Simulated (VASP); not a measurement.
# Rb2ZnO6 (Fm-3m) in VASP: relaxation of cell and atoms with PBE

Aim: the relaxation of cell and atoms of Rb2ZnO6 with PBE.

Program: VASP 6.6.1. These are calculated values, not measurements. Logs are shortened: lines on timing, memory, paths and dates and some standing lists are left out, and cuts for length are marked.

### 1 The cell of the first run

Symmetry: Fm-3m, No. 225, cubic system. The conventional cell has a = 8.442 Å, b = 8.442 Å, c = 8.442 Å, α = 90.00°, β = 90.00°, γ = 90.00°. Rb (site symmetry -43m) has 12 O at 2.98 Å and 4 Zn at 3.66 Å within 3.9 Å. Zn (site symmetry m-3m) has 6 O at 2.11 Å within 2.8 Å. Within 2.8 Å of O (site symmetry 4mm) lie 1 Zn at 2.11 Å.

### 2 Relaxation of cell and atoms, PBE, collinear spin, ferromagnetic start (atoms taken out)

Contents of INCAR:

```
PREC     = Accurate       # precision mode
ENCUT    = 600            # plane-wave cutoff, eV
EDIFF    = 1E-6           # SCF threshold, eV
ISMEAR   = 0              # smearing method
SIGMA    = 0.1            # smearing width, eV
LREAL    = False          # projectors in reciprocal space
LASPH    = True           # aspherical terms in the spheres
NELM     = 150            # most SCF steps
ALGO     = Normal         # electronic algorithm
ISIF     = 3              # what is computed and relaxed
LWAVE    = False          # write WAVECAR
LCHARG   = False          # write CHGCAR
ISPIN    = 2              # spin polarisation
MAGMOM   = 0 0 0 1 1 1 1 1 1 # initial moments
LORBIT   = 11             # projections on sites
GGA      = PE             # functional
IBRION   = 2              # ionic algorithm
NSW      = 90             # ionic steps
EDIFFG   = -0.04          # ionic threshold
```

Contents of KPOINTS:

```
Automatic mesh
0
Gamma
  4 4 4
```

Contents of POSCAR:

```
Rb2ZnO6
1.0
    0.0000000000      4.2209496100      4.2209496100
    4.2209496100      0.0000000000      4.2209496100
    4.2209496100      4.2209496100      0.0000000000
Rb Zn O
2 1 6
Direct
    0.2500000000      0.2500000000      0.2500000000
    0.7500000000      0.7500000000      0.7500000000
    0.0000000000      0.0000000000      0.0000000000
    0.7500000000      0.2500000000      0.2500000000
    0.2500000000      0.7500000000      0.7500000000
    0.2500000000      0.7500000000      0.2500000000
    0.7500000000      0.2500000000      0.7500000000
    0.2500000000      0.2500000000      0.7500000000
    0.7500000000      0.7500000000      0.2500000000
```

Potentials or basis: VASP PAW PBE potentials, release 64 (Rb_sv, Zn, O).

Run with:

```console
> cat potpaw_PBE.64/Rb_sv/POTCAR potpaw_PBE.64/Zn/POTCAR potpaw_PBE.64/O/POTCAR > POTCAR
> mpirun -np 1 vasp_std > vasp.out
```

OUTCAR:

```text
PREC = Accurate
   ENCUT = 600
   EDIFF = 1E-6
   ISMEAR = 0
   LREAL = False
   LASPH = True
   NELM = 150
   ISIF = 3
   ISPIN = 2
   LORBIT = 11
   GGA = PE
   IBRION = 2
   NSW = 90
   EDIFFG = -0.04

 ion  position               nearest neighbor table
   1  0.250  0.250  0.250-   4 2.98   6 2.98   8 2.98   5 2.98   7 2.98   8 2.98   5 2.98   6 2.98
                             9 2.98   4 2.98   7 2.98   9 2.98   3 3.66   3 3.66   3 3.66   3 3.66
   2  0.750  0.750  0.750-   5 2.98   7 2.98   9 2.98   4 2.98   6 2.98   9 2.98   4 2.98   7 2.98
                             8 2.98   5 2.98   6 2.98   8 2.98   3 3.66   3 3.66   3 3.66   3 3.66
   3  0.000  0.000  0.000-   4 2.11   5 2.11   6 2.11   7 2.11   8 2.11   9 2.11   2 3.66   2 3.66
                             1 3.66   2 3.66   2 3.66   1 3.66   1 3.66   1 3.66
   4  0.750  0.250  0.250-   3 2.11   1 2.98   2 2.98   2 2.98   1 2.98
   5  0.250  0.750  0.750-   3 2.11   2 2.98   1 2.98   1 2.98   2 2.98
   6  0.250  0.750  0.250-   3 2.11   1 2.98   2 2.98   1 2.98   2 2.98
   7  0.750  0.250  0.750-   3 2.11   2 2.98   1 2.98   2 2.98   1 2.98
   8  0.250  0.250  0.750-   3 2.11   1 2.98   1 2.98   2 2.98   2 2.98
   9  0.750  0.750  0.250-   3 2.11   2 2.98   2 2.98   1 2.98   1 2.98

  LATTYP: Found a face centered cubic cell.
 ALAT       =     8.4418992200

  Lattice vectors:

 A1 = (   0.0000000000,   4.2209496100,   4.2209496100)
 A2 = (   4.2209496100,   0.0000000000,   4.2209496100)
 A3 = (   4.2209496100,   4.2209496100,   0.0000000000)

Analysis of symmetry for initial positions (statically):
=====================================================================
 Subroutine PRICEL returns:
 Original cell was already a primitive cell.

 Routine SETGRP: Setting up the symmetry group for a
 face centered cubic supercell.

 Subroutine GETGRP returns: Found 48 space group operations
 (whereof 48 operations were pure point group operations)
 out of a pool of 48 trial point group operations.

The static configuration has the point symmetry O_h .

Analysis of symmetry for dynamics (positions and initial velocities):
=====================================================================
 Subroutine PRICEL returns:
 Original cell was already a primitive cell.

 Routine SETGRP: Setting up the symmetry group for a
 face centered cubic supercell.

 Subroutine GETGRP returns: Found 48 space group operations
 (whereof 48 operations were pure point group operations)
 out of a pool of 48 trial point group operations.

The dynamic configuration has the point symmetry O_h .

Analysis of structural, dynamic, and magnetic symmetry:
=====================================================================
 Subroutine PRICEL returns:
 Original cell was already a primitive cell.

 Routine SETGRP: Setting up the symmetry group for a
 face centered cubic supercell.

 Subroutine GETGRP returns: Found 48 space group operations
 (whereof 48 operations were pure point group operations)
 out of a pool of 48 trial point group operations.

The overall configuration has the point symmetry O_h .

 Subroutine INISYM returns: Found 48 space group operations
 (whereof 48 operations are pure point group operations),
 and found     1 'primitive' translations

----------------------------------------------------------------------------------------

                                     Primitive cell

  volume of cell :     150.4044

  direct lattice vectors                    reciprocal lattice vectors
     0.000000000  4.220949610  4.220949610    -0.118456756  0.118456756  0.118456756
     4.220949610  0.000000000  4.220949610     0.118456756 -0.118456756  0.118456756
     4.220949610  4.220949610  0.000000000     0.118456756  0.118456756 -0.118456756

  length of vectors
     5.969324185  5.969324185  5.969324185     0.205173121  0.205173121  0.205173121

  position of ions in fractional coordinates (direct lattice)
     0.250000000  0.250000000  0.250000000
     0.750000000  0.750000000  0.750000000
     0.000000000  0.000000000  0.000000000
     0.750000000  0.250000000  0.250000000
     0.250000000  0.750000000  0.750000000
     0.250000000  0.750000000  0.250000000
     0.750000000  0.250000000  0.750000000
     0.250000000  0.250000000  0.750000000
     0.750000000  0.750000000  0.250000000

  ion indices of the primitive-cell ions
   primitive index   ion index
                 1           1
                 2           2
                 3           3
                 4           4
                 5           5
                 6           6
                 7           7
                 8           8
                 9           9

----------------------------------------------------------------------------------------

 KPOINTS: Automatic mesh

Automatic generation of k-mesh.
 Grid dimensions read from file:
 generate k-points for:    4    4    4

 Generating k-lattice:

  Cartesian coordinates                     Fractional coordinates (reciprocal lattice)
    -0.029614189  0.029614189  0.029614189     0.250000000  0.000000000  0.000000000
     0.029614189 -0.029614189  0.029614189     0.000000000  0.250000000  0.000000000
     0.029614189  0.029614189 -0.029614189     0.000000000  0.000000000  0.250000000

  Length of vectors
     0.051293280  0.051293280  0.051293280

  Shift w.r.t. Gamma in fractional coordinates (k-lattice)
     0.000000000  0.000000000  0.000000000

 Subroutine IBZKPT returns following result:
 ===========================================

 Found      8 irreducible k-points:

 Following reciprocal coordinates:
            Coordinates               Weight
  0.000000  0.000000  0.000000      1.000000
  0.250000  0.000000  0.000000      8.000000
  0.500000  0.000000  0.000000      4.000000
  0.250000  0.250000  0.000000      6.000000
  0.500000  0.250000  0.000000     24.000000
 -0.250000  0.250000  0.000000     12.000000
  0.500000  0.500000  0.000000      3.000000
 -0.250000  0.500000  0.250000      6.000000
   k-points           NKPTS =      8   k-points in BZ     NKDIM =      8   number of bands    NBANDS=     42
   number of dos      NEDOS =    301   number of ions     NIONS =      9
   total plane-waves  NPLWV = 110592
   dimension x,y,z NGX =    48 NGY =   48 NGZ =   48
   dimension x,y,z NGXF=    96 NGYF=   96 NGZF=   96
   ions per type =               2   1   6
   NGX,Y,Z   is equivalent  to a cutoff of  13.37, 13.37, 13.37 a.u.
   NGXF,Y,Z  is equivalent  to a cutoff of  26.74, 26.74, 26.74 a.u.
 SYSTEM =  unknown system
   PREC   = accura    normal or accurate (medium, high low for compatibility)
   ISTART =      0    job   : 0-new  1-cont  2-samecut
   ICHARG =      2    charge: 1-file 2-atom 10-const
   ISPIN  =      2    spin polarized calculation?
   LNONCOLLINEAR =      F non collinear calculations
   LSORBIT =      F    spin-orbit coupling
   LASPH  =      T    aspherical Exc in radial PAW
   ENCUT  =  600.0 eV  44.10 Ry    6.64 a.u.  11.92 11.92 11.92*2*pi/ulx,y,z
   NELM   =    150;   NELMIN=  2; NELMDL= -5     # of ELM steps
   EDIFF  = 0.1E-05   stopping-criterion for ELM
   LREAL  =      F    real-space projection
   EDIFFG = -.4E-01   stopping-criterion for IOM
   NSW    =     90    number of steps for IOM
   IBRION =      2    ionic relax: 0-MD 1-quasi-New 2-CG
   NFREE  =      1    steps in history (QN), initial steepest desc. (CG)
   ISIF   =      3    stress and relaxation
   ISYM   =      2    0-nonsym 1-usesym 2-fastsym
   POTIM  = 0.5000    time-step for ionic-motion
   TEBEG  =    0.0;   TEEND  =   0.0 temperature during run
   PSTRESS=    0.0 pullay stress
   NELECT =      66.0000    total number of electrons
   NUPDOWN=      -1.0000    fix difference up-down
   EMIN   =  10.00;   EMAX   =-10.00  energy-range for DOS
   EFERMI =   0.00;   METHOD = LEGACY
   ISMEAR =     0;   SIGMA  =   0.10  broadening in eV -4-tet -1-fermi 0-gaus
   EFERMI_NEDOS =   21; number of points for ismear=-14 and -15
   IALGO  =     38    algorithm
   IMIX   =      4    mixing-type and parameters
     AMIX     =   0.40;   BMIX     =  1.00
     AMIX_MAG =   1.60;   BMIX_MAG =  1.00
  volume/ion in A,a.u.               =      16.71       112.78
  Fermi-wavevector in a.u.,A,eV,Ry     =   1.244045  2.350904 21.057018  1.547647
  Thomas-Fermi vector in A             =   2.378329
   LORBIT       =     11    0 simple, 1 ext, 2 COOP (PROOUT), +10 PAW based schemes
   GGA     = PE    functional components
   LHFCALC =     F    Hartree Fock is set to
   AEXX    =    0.0000 exact exchange contribution
   IVDW    =     0    specifies the selected vdW correction
   LEPSILON=     F    determine dielectric tensor
   LRPA    =     F    only Hartree local field effects (RPA)
 conjugate gradient relaxation of ions
 spin polarized calculation
 Gauss-broadening in eV      SIGMA  =   0.10
  energy-cutoff  :      600.00
  volume of cell :      150.40
 maximum number of plane-waves:      5044
   NGX = 23   NGY = 23   NGZ = 23

--------------------------------------- Ionic step        1  -------------------------------------------

 number of electron      66.0000010 magnetization       7.9992651

 Free energy of the ion-electron system (eV)
  ---------------------------------------------------
  ext. energy  EPLUGINS =         0.00000000
  ---------------------------------------------------
  free energy    TOTEN  =       -31.58884178 eV

  energy without entropy =      -31.54057578  energy(sigma->0) =      -31.56470878

------------------------ aborting loop because EDIFF is reached ----------------------------------------

  FORCE on cell =-STRESS in cart. coord.  units (eV):
  Direction    XX          YY          ZZ          XY          YZ          ZX
  --------------------------------------------------------------------------------------
  -------------------------------------------------------------------------------------
  Total       -2.0284453     -2.0284453     -2.0284453     -0.0000000      0.0000000     -0.0000000
  in kB      -21.6079406    -21.6079406    -21.6079406     -0.0000000      0.0000000     -0.0000000
  external PRESSURE =     -21.6079406 kB  Pullay stress =       0.0000000 kB
[... 110 lines left out ...]
  FREE ENERGIE OF THE ION-ELECTRON SYSTEM (eV)
  ---------------------------------------------------
  free  energy   TOTEN  =       -31.8788790887 eV

  energy  without entropy=      -31.8447967772  energy(sigma->0) =      -31.86183793

[... ionic steps 4 to 9 ...]

--------------------------------------- Ionic step       10  -------------------------------------------

 number of electron      66.0000008 magnetization       8.0000005

------------------------ aborting loop because EDIFF is reached ----------------------------------------
[... 81 lines left out ...]
--------------------------------------- Ionic step       12  -------------------------------------------

 number of electron      65.9999980 magnetization       7.9999994

 Free energy of the ion-electron system (eV)
  ---------------------------------------------------
  ext. energy  EPLUGINS =         0.00000000
  ---------------------------------------------------
  free energy    TOTEN  =       -32.30478107 eV

  energy without entropy =      -32.25136805  energy(sigma->0) =      -32.27807456

 E-fermi :  -1.7788     XC(G=0):  -8.3581

 val. band max:       -1.7931434081   @ k =   0.2500   0.2500   0.0000
 cond. band min:      -1.7685357070   @ k =   0.5000   0.2500   0.0000
 fundamental gap:      0.0246077011
 Fermi energy:        -1.7787697391

 spin component 1

 k-point     1 :       0.0000    0.0000    0.0000
  band No.  band energies     occupation
      1     -25.8608      1.00000
      2     -25.8256      1.00000
      3     -19.8021      1.00000
      4     -19.0609      1.00000
      5     -19.0609      1.00000
      6     -19.0609      1.00000
[... 349 lines left out ...]
     41       7.0333      0.00000
     42       7.5107      0.00000
 Fermi energy:        -1.7787697391

 spin component 2

 k-point     1 :       0.0000    0.0000    0.0000
  band No.  band energies     occupation
      1     -25.8534      1.00000
      2     -25.8214      1.00000
      3     -17.9053      1.00000
      4     -17.0007      1.00000
      5     -17.0007      1.00000
      6     -17.0007      1.00000
[... 385 lines left out ...]
  FREE ENERGIE OF THE ION-ELECTRON SYSTEM (eV)
  ---------------------------------------------------
  free  energy   TOTEN  =       -32.3047810687 eV

  energy  without entropy=      -32.2513680486  energy(sigma->0) =      -32.27807456

 reached required accuracy - stopping structural energy minimisation

 total charge

# of ion       s       p       d       tot
------------------------------------------
    1        1.938   5.354   0.018   7.310
    2        1.938   5.354   0.018   7.310
    3        0.518   0.663   9.803  10.984
    4        1.603   3.131   0.000   4.733
    5        1.603   3.131   0.000   4.733
    6        1.603   3.131   0.000   4.733
    7        1.603   3.131   0.000   4.733
    8        1.603   3.131   0.000   4.733
    9        1.603   3.131   0.000   4.733
--------------------------------------------------
tot         14.009  30.155   9.840  54.004

 magnetization (x)

# of ion       s       p       d       tot
------------------------------------------
    1       -0.002   0.008  -0.002   0.005
    2       -0.002   0.008  -0.002   0.005
    3       -0.047  -0.036   0.327   0.244
    4        0.012   1.054   0.000   1.066
    5        0.012   1.054   0.000   1.066
    6        0.012   1.054   0.000   1.066
    7        0.012   1.054   0.000   1.066
    8        0.012   1.054   0.000   1.066
    9        0.012   1.054   0.000   1.066
--------------------------------------------------
tot          0.019   6.307   0.324   6.650
```

It took 42 min on 1 thread of Intel Xeon 8259CL, shared host; peak memory 0.47 GiB.

Results:

* Free energy: -32.3048 eV
* Relaxed volume: 19.22 Å³/atom
* Relaxed cell: a = 6.254 Å, b = 6.254 Å, c = 6.254 Å, α = 60.00°, β = 60.00°, γ = 60.00°
* Space group after relaxing (to 0.1 Å): Fm-3m (No. 225)
* Energy gained by relaxing: 79.5 meV/atom
* Ionic steps: 12
* Pressure after relaxing: 0.1 GPa
* Band gap on the k mesh: zero (filled and empty bands overlap)
* Net moment: 8.00 μB per cell
* Site moments: Rb +0.01; Zn +0.24; O +1.07 μB
* Valence electrons inside the program's atomic spheres: Rb 7.31; Zn 10.98; O 4.73

Step by step:
| step | energy change (eV) | largest force (eV/Å) | pressure (GPa) | volume (Å³) |
| --- | --- | --- | --- | --- |
| 1 | 0.0000 | 0.8128 | -2.16 | 150.40 |
| 2 | -0.2113 | 0.6748 | -0.01 | 145.55 |
| 3 | -0.2900 | 0.2774 | 3.52 | 140.08 |
| 4 | -0.2934 | 0.3742 | 2.80 | 141.06 |
| 5 | -0.4400 | 0.1671 | 3.00 | 144.97 |
| 6 | -0.5436 | 0.3103 | 3.79 | 151.02 |
| 7 | -0.6743 | 0.0369 | 1.34 | 160.33 |
| 8 | -0.7046 | 0.1794 | -0.37 | 169.10 |
| 9 | -0.7049 | 0.1609 | -0.24 | 168.29 |
| 10 | -0.7112 | 0.1088 | -0.21 | 169.58 |
| 11 | -0.7147 | 0.0626 | -0.13 | 170.71 |
| 12 | -0.7159 | 0.0342 | 0.05 | 172.97 |

Final structure:
```
Rb Zn O
1.0
     0.00000    4.42230    4.42230
     4.42230    0.00000    4.42230
     4.42230    4.42230    0.00000
Rb Zn O
2 1 6
Direct
  0.25000 0.25000 0.25000
  0.75000 0.75000 0.75000
  0.00000 0.00000 0.00000
  0.77992 0.22008 0.22008
  0.22008 0.77992 0.77992
  0.22008 0.77992 0.22008
  0.77992 0.22008 0.77992
  0.22008 0.22008 0.77992
  0.77992 0.77992 0.22008
```

Caveat: the cell differs from its parent crystal (atoms taken out); the volume moved by over 15 % at a fixed basis, so the end points are rough.

The gap in the log of VASP goes by the Fermi energy; the results here count the filled bands.